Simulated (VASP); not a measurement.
Set up this calculation in VASP 6.6.1, as the native input.

```yaml
Task: relaxation of cell and atoms
Functional: LDA
Potentials_or_basis: VASP PAW LDA potentials, release 64 (Pt)
Cutoff: 600 eV
k_mesh: 8 × 8 × 8
Occupations: gaussian, width 0.1 eV
Spin: no spin polarisation
Dipole_correction: no
Further_INCAR_settings: ALGO = Fast; EDIFF = 1e-06; IBRION = 2; EDIFFG = -0.05; NSW = 100; ISIF = 3
```

The structure of Pt lies in POSCAR:

```
Pt
1.0
    0.0000000000      1.9715751800      1.9715751800
    1.9715751800      0.0000000000      1.9715751800
    1.9715751800      1.9715751800      0.0000000000
Pt
1
Direct
    0.0000000000      0.0000000000      0.0000000000
```

One way to write it, as run:

INCAR

```
SYSTEM = Pt
  PREC = Accurate
  ENCUT = 600
  EDIFF = 1E-6
  ISMEAR = 0
  SIGMA = 0.1
  LREAL = .False.
  LASPH = .True.
  NELM = 60
  ALGO = Fast
  ISIF = 3
  LWAVE = .False.
  LCHARG = .False.
  IBRION = 2
  NSW = 100
  EDIFFG = -0.05
```

KPOINTS

```
Automatic mesh
0
Gamma
  8 8 8
  0 0 0
```

Potentials or basis: VASP PAW LDA potentials, release 64 (Pt).

Run with:

```bash
$ cat potpaw_LDA.64/Pt/POTCAR > POTCAR
$ mpirun -np 1 vasp_std > vasp.out
```

It gave:

```json
{
 "Relaxed volume": "14.77 Å³/atom",
 "Relaxed cell": "a = 2.754 Å, b = 2.754 Å, c = 2.754 Å, α = 60.00°, β = 60.00°, γ = 60.00°",
 "Space group after relaxing (to 0.1 Å)": "Fm-3m (No. 225)",
 "Energy gained by relaxing": "18.8 meV/atom",
 "Ionic steps": "4",
 "Pressure after relaxing": "-0.1 GPa",
 "Band gap on the k mesh": "zero (bands 5 and 6 overlap by 2.30 eV)"
}
```

Caveat: spin-orbit coupling is left out, which moves the levels of the heavy elements.

It took 20 s on 1 thread of Intel Xeon 8259CL, with other jobs on the host, peak memory 0.14 GiB.
